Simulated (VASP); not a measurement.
Runs of VASP 6.6.1 on Na3HSe. The structure is that of space group Pm-3m (No. 221), or close to it. The cells are those of the table. 

| task | cell | gap on the mesh (eV) | pressure (GPa) |
| --- | --- | --- | --- |
| single point | a = 4.559 Å, 5 atoms | 2.76 | -0.2 |
| single point | a = 4.553 Å, 5 atoms | 2.77 | (a) |
| electric field gradients | a = 4.559 Å, 5 atoms | 2.76 | -0.2 |
| single point | a = 4.548 Å, 5 atoms | 2.79 | 0.0 |
| electric field gradients | a = 4.548 Å, 5 atoms | 2.79 | 0.0 |

Alike in all rows: level PBE; potentials or basis VASP PAW PBE potentials, release 64 (Na_pv, H, Se); no spin polarisation; k mesh 6 × 6 × 6; cutoff (eV) 520; smearing gaussian 0.05 eV.

Task: Estimate the missing entries.

Result: (a) -0.1.

A k mesh can miss the band edges, and the runs leave out spin-orbit coupling on Se.
